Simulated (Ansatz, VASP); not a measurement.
ZnH2 in VASP and in Ansatz

```
Zn H
1.0
     2.63291    0.00000    0.00000
    -1.31646    2.28017    0.00000
     0.00000    0.00000    4.80060
Zn H
1 2
Direct
  0.00000 0.00000 0.00000
  0.66667 0.33333 0.75428
  0.33333 0.66667 0.24572
```

Change from the starting cell: species swapped into the TaS2 type (P-3m1, No. 164).

Alike in both runs: task single point; functional PBE; k mesh 6 × 6 × 4; occupations gaussian, width 0.1 eV; no spin polarisation.

|  | VASP | Ansatz |
| --- | --- | --- |
| version | VASP 6.6.1 | Ansatz 0.2.0 |
| potentials or method | VASP PAW PBE potentials, release 64 (Zn, H), cutoff 500 eV | scalar-relativistic, plane waves, PAW |
| valence electrons in the cell | 14 | 14 |

|  | VASP | Ansatz | Ansatz less VASP |
| --- | --- | --- | --- |
| gap on the k mesh at the Fermi level (eV) | 2.75 | 2.75 | 0.000 |
| least direct gap on the mesh (eV) | 3.65 | 3.64 | -0.004 |
| pressure (GPa) | 1.8 | 1.8 | -0.02 |
| traceless stress, the component that is largest in VASP (GPa) | -10.62 | -10.56 | +0.064 |
| rms of the force components (eV/Å) | 0.314 | 0.319 | +0.0050 |

Atom by atom the forces differ by 0.005 eV/Å (rms over components).

The k mesh is coarse, so the values compare programs but aren't converged.
